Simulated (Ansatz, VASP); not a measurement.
**One calculation of Hf, two programs**

```
Hf
1.0
     3.11813    0.00000    0.00000
    -1.55906    2.70038    0.00000
     0.00000    0.00000    4.94690
Hf
2
Direct
  0.33333 0.66667 0.25000
  0.66667 0.33333 0.75000
```

Alike in both runs: functional LDA; k mesh 12 × 12 × 8; occupations gaussian, width 0.1 eV; no spin polarisation.

Ansatz relaxed the structure, and its values are those at the end. VASP's run is a single point on that final structure, the one shown.

```csv
,VASP,Ansatz
version,VASP 6.6.1,Ansatz 0.2.0
potentials or method,"VASP PAW LDA potentials, release 64 (Hf_pv), cutoff 520 eV","scalar-relativistic, plane waves, PAW"
valence electrons in the cell,20,52
```

```csv
,VASP,Ansatz,Ansatz less VASP
gap on the k mesh at the Fermi level (eV),none,none,-
pressure (GPa),0.1,0.0,-0.09
```

Ansatz warns that its potentials were made for another functional, while VASP's fit it. LDA's correlation is that of Perdew and Zunger in VASP and of Perdew and Wang (1992) in Ansatz. A gap of «none» marks a metal or a gap that the smearing closes. VASP's potentials hold 20 valence electrons a cell and Ansatz's 52, so a difference there can come from the potentials and not from the codes.

Neither program's run includes spin-orbit coupling.
